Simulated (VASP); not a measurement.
Runs of VASP 6.6.1 on KTaO3. The structure is that of space group Pm-3m (No. 221), or close to it. The cells are those of the table. 

```tsv
cell	gap on the mesh (eV)	pressure (GPa)
a = 4.042 Å, 5 atoms	2.49	-6.7
a = 3.963 Å, 5 atoms	2.65	5.5
a = 3.936 Å, 5 atoms	2.70	10.6
a = 4.016 Å, 5 atoms	2.55	(b)
a = 4.068 Å, 5 atoms	2.44	(a)
a = 3.990 Å, 5 atoms	2.60	1.0
a = 3.908 Å, 5 atoms	2.75	16.2
```

Alike in all rows: task single point; level r2SCAN; potentials or basis VASP PAW PBE potentials, release 64 (K_sv, Ta_pv, O); no spin polarisation; k mesh 8 × 8 × 8; cutoff (eV) 520; smearing fermi-dirac 0.02 eV.

Question: Estimate the missing entries.

Answer: (a) -10.0; (b) -3.0.

Caveats: the PAW data sets were made with another functional, which shifts forces and pressure a little; spin-orbit coupling is left out, which moves the levels of the heavy elements; the cell stands under tension (at least some runs); the cell stands under pressure (at least some runs).

A k mesh can miss the band edges, and the runs leave out spin-orbit coupling on Ta.
